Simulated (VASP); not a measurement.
# NaH (Fm-3m) in VASP: notebook

The runs below take NaH through electric field gradients, with PBEsol.

Program: VASP 6.6.1. These are calculated values, not measurements. Logs are shortened: lines on timing, memory, paths and dates and some standing lists are left out, and cuts for length are marked.

## (1) The cell of the first run

The structure is cubic, space group Fm-3m (No. 225). The conventional cell has a = 4.708 Å, b = 4.708 Å, c = 4.708 Å, α = 90.00°, β = 90.00°, γ = 90.00°. Na (site symmetry m-3m) has 6 H at 2.35 Å within 3.1 Å. H (site symmetry m-3m) has 6 Na at 2.35 Å within 3.1 Å.

## (2) Electric field gradients, PBEsol (volume scaled by 0.96)

Input file INCAR:

```
SYSTEM = NaH
PREC = Accurate
ENCUT = 520
EDIFF = 1E-8
ISMEAR = -1
SIGMA = 0.02
LREAL = .FALSE.
LASPH = .TRUE.
NELM = 100
ALGO = Normal
ISIF = 2
LWAVE = .FALSE.
LCHARG = .FALSE.
GGA = PS
LEFG = .TRUE.
NBANDS = 11
```

Input file KPOINTS:

```
Automatic mesh
0
G
  11 11 11
  0 0 0
```

Input file POSCAR:

```
NaH
1.0
    0.0000000000      2.3541687701      2.3541687701
    2.3541687701      0.0000000000      2.3541687701
    2.3541687701      2.3541687701      0.0000000000
Na H
1 1
Direct
    0.0000000000      0.0000000000      0.0000000000
    0.5000000000      0.5000000000      0.5000000000
```

Potentials or basis: VASP PAW PBE potentials, release 64 (Na_pv, H).

Launch:

```
$ cat potpaw_PBE.64/Na_pv/POTCAR potpaw_PBE.64/H/POTCAR > POTCAR
$ mpirun -np 1 vasp_std > vasp.out
```

OUTCAR:

```text
SYSTEM = NaH
   PREC = Accurate
   ENCUT = 520
   EDIFF = 1E-8
   ISMEAR = -1
   LREAL = .FALSE.
   LASPH = .TRUE.
   NELM = 100
   ISIF = 2
   GGA = PS

 ion  position               nearest neighbor table
   1  0.000  0.000  0.000-
   2  0.500  0.500  0.500-

  LATTYP: Found a face centered cubic cell.
 ALAT       =     4.7083375402

  Lattice vectors:

 A1 = (   0.0000000000,   2.3541687701,   2.3541687701)
 A2 = (   2.3541687701,   0.0000000000,   2.3541687701)
 A3 = (   2.3541687701,   2.3541687701,   0.0000000000)

Analysis of symmetry for initial positions (statically):
=====================================================================
 Subroutine PRICEL returns:
 Original cell was already a primitive cell.

 Routine SETGRP: Setting up the symmetry group for a
 face centered cubic supercell.

 Subroutine GETGRP returns: Found 48 space group operations
[... 9 lines left out ...]

 Routine SETGRP: Setting up the symmetry group for a
 face centered cubic supercell.

 Subroutine GETGRP returns: Found 48 space group operations
[... 11 lines left out ...]
                                     Primitive cell

  volume of cell :      26.0941

  direct lattice vectors                    reciprocal lattice vectors
     0.000000000  2.354168770  2.354168770    -0.212389191  0.212389191  0.212389191
     2.354168770  0.000000000  2.354168770     0.212389191 -0.212389191  0.212389191
     2.354168770  2.354168770  0.000000000     0.212389191  0.212389191 -0.212389191

  length of vectors
     3.329297403  3.329297403  3.329297403     0.367868869  0.367868869  0.367868869

  position of ions in fractional coordinates (direct lattice)
     0.000000000  0.000000000  0.000000000
     0.500000000  0.500000000  0.500000000

  ion indices of the primitive-cell ions
   primitive index   ion index
                 1           1
                 2           2

----------------------------------------------------------------------------------------

 KPOINTS: Automatic mesh

Automatic generation of k-mesh.
 Grid dimensions read from file:
 generate k-points for:   11   11   11

 Generating k-lattice:
[... 97 lines left out ...]
 NGX is ok and might be reduce to    28
   NGX = 13   NGY = 13   NGZ = 13

 number of electron       8.0000003 magnetization

 Free energy of the ion-electron system (eV)
  ---------------------------------------------------
  ext. energy  EPLUGINS =         0.00000000
  ---------------------------------------------------
  free energy    TOTEN  =        -5.07945183 eV

  energy without entropy =       -5.07945183  energy(sigma->0) =       -5.07945183

 E-fermi :  -0.4476     XC(G=0):  -8.1610

 val. band max:       -0.8778206807   @ k =  -0.2727   0.4545   0.1818
 cond. band min:       3.0228744748   @ k =  -0.4545   0.0909   0.0000
 fundamental gap:      3.9006951555
 Fermi energy:        -0.4476435874

 k-point     1 :       0.0000    0.0000    0.0000
  band No.  band energies     occupation
      1     -22.7049      2.00000
      2     -22.7049      2.00000
      3     -22.7049      2.00000
      4      -4.7869      2.00000
      5      10.2856      0.00000
      6      15.1481      0.00000
      7      15.1481      0.00000
      8      15.1481      0.00000
      9      16.2948      0.00000
     10      16.2948      0.00000
     11      16.2948      0.00000
[... 309 lines left out ...]
 k-point    24 :      -0.1818    0.1818    0.0000
  band No.  band energies     occupation
      1     -22.7742      2.00000
      2     -22.7317      2.00000
      3     -22.7121      2.00000
      4      -3.2541      2.00000
      5       6.5480      0.00000
      6       8.4933      0.00000
      7      13.7785      0.00000
      8      13.9906      0.00000
      9      16.9221      0.00000
     10      18.1844      0.00000
     11      18.4082      0.00000

 [... further k-points ...]
[... 5 lines left out ...]
  --------------------------------------------------------------------------------------
  -------------------------------------------------------------------------------------
  Total        0.2272420      0.2272420      0.2272420      0.0000000     -0.0000000      0.0000000
  in kB       13.9526430     13.9526430     13.9526430      0.0000000     -0.0000000      0.0000000
  external PRESSURE =      13.9526430 kB  Pullay stress =       0.0000000 kB

 VOLUME and BASIS-vectors are now :
 -----------------------------------------------------------------------------
  energy-cutoff  :      520.00
  volume of cell :       26.09
      direct lattice vectors                 reciprocal lattice vectors
     0.000000000  2.354168770  2.354168770    -0.212389191  0.212389191  0.212389191
     2.354168770  0.000000000  2.354168770     0.212389191 -0.212389191  0.212389191
     2.354168770  2.354168770  0.000000000     0.212389191  0.212389191 -0.212389191

 POSITION                                       TOTAL-FORCE (eV/Angst)
 -----------------------------------------------------------------------------------
      0.00000      0.00000      0.00000         0.000000     -0.000000      0.000000
      2.35417      2.35417      2.35417        -0.000000      0.000000     -0.000000
 -----------------------------------------------------------------------------------
    total drift:                               -0.000000      0.000000      0.000000

  FREE ENERGIE OF THE ION-ELECTRON SYSTEM (eV)
  ---------------------------------------------------
  free  energy   TOTEN  =        -5.0794518319 eV

  energy  without entropy=       -5.0794518319  energy(sigma->0) =       -5.07945183

 Electric field gradients (V/A^2)
---------------------------------------------------------------------
 ion       V_xx      V_yy      V_zz      V_xy      V_xz      V_yz
---------------------------------------------------------------------
   1      -0.000     0.000    -0.000    -0.002    -0.002    -0.002
   2       0.000     0.000    -0.000     0.001     0.001     0.001
---------------------------------------------------------------------

 Electric field gradients after diagonalization (V/A^2)
 (convention: |V_zz| > |V_xx| > |V_yy|)
----------------------------------------------------------------------
 ion       V_xx      V_yy      V_zz     asymmetry (V_yy - V_xx)/ V_zz
----------------------------------------------------------------------
   1       0.002     0.002    -0.005       0.000
   2      -0.001    -0.001     0.001       0.000
----------------------------------------------------------------------

           NMR quadrupolar parameters

 Cq : quadrupolar parameter    Cq=e*Q*V_zz/h
 eta: asymmetry parameters     (V_yy - V_xx)/ V_zz
 Q  : nuclear electric quadrupole moment in mb (millibarn)
----------------------------------------------------------------------
 ion       Cq(MHz)       eta       Q (mb)
----------------------------------------------------------------------
   1      -0.000       0.000       1.000
   2       0.000       0.000       1.000
----------------------------------------------------------------------
```

OSZICAR:

```text
N       E                     dE             d eps       ncg     rms          rms(c)
DAV:   1     0.380679078875E+02    0.38068E+02   -0.44565E+03  1238   0.746E+02
DAV:   2    -0.415875695348E+01   -0.42227E+02   -0.41550E+02  1280   0.197E+02
DAV:   3    -0.545797940340E+01   -0.12992E+01   -0.12978E+01  1488   0.334E+01
DAV:   4    -0.546605076013E+01   -0.80714E-02   -0.80705E-02  1437   0.257E+00
DAV:   5    -0.546611815434E+01   -0.67394E-04   -0.67393E-04  1426   0.244E-01    0.298E+00
DAV:   6    -0.516346238639E+01    0.30266E+00   -0.28849E-01  1538   0.341E+00    0.140E+00
DAV:   7    -0.507731155392E+01    0.86151E-01   -0.26983E-01  1403   0.237E+00    0.318E-01
DAV:   8    -0.507943743424E+01   -0.21259E-02   -0.65857E-03  1412   0.101E+00    0.670E-02
DAV:   9    -0.507946341305E+01   -0.25979E-04   -0.58979E-04  1480   0.304E-01    0.180E-02
DAV:  10    -0.507945147679E+01    0.11936E-04   -0.35310E-05  1395   0.427E-02    0.273E-03
DAV:  11    -0.507945199504E+01   -0.51825E-06   -0.10576E-06  1442   0.607E-03    0.200E-03
DAV:  12    -0.507945182365E+01    0.17138E-06   -0.10915E-07  1408   0.232E-03    0.189E-04
DAV:  13    -0.507945183188E+01   -0.82233E-08   -0.52813E-09  1147   0.473E-04
   1 F= -.50794518E+01 E0= -.50794518E+01  d E =-.833614E-11
```

stdout:

```text
POSCAR found type information on POSCAR NaH
 POSCAR found :  2 types and       2 ions
 scaLAPACK will be used
 -----------------------------------------------------------------------------
|                                                                             |
|                                                                             |
|     You enforced a specific xc type in the INCAR file but a different       |
|     I HOPE YOU KNOW WHAT YOU ARE DOING!                                     |
|                                                                             |
 -----------------------------------------------------------------------------

 LDA part: xc-table for (Slater+PW92), standard interpolation
 POSCAR, INCAR and KPOINTS ok, starting setup
 FFT: planning ... GRIDC
 FFT: planning ... GRID_SOFT
 FFT: planning ... GRID
 WAVECAR not read
 entering main loop
ion   1

ion   2
```

It took 18 s on 1 thread of AMD EPYC 7R13 (Zen 3), shared host; peak memory 0.12 GiB.

What came out:

```yaml
Free_energy: -5.0795 eV
Pressure: 1.4 GPa
Band_gap_on_the_k_mesh: 3.90 eV, indirect (least direct gap 4.73 eV)
```

Caveat: without QUAD_EFG the Cq values of the log hold for a quadrupole moment of 1 mb, not for the nuclei; the PAW data sets were made with another functional, which shifts forces and pressure a little. A k mesh can miss the band edges.

[end of part 1 of 3]
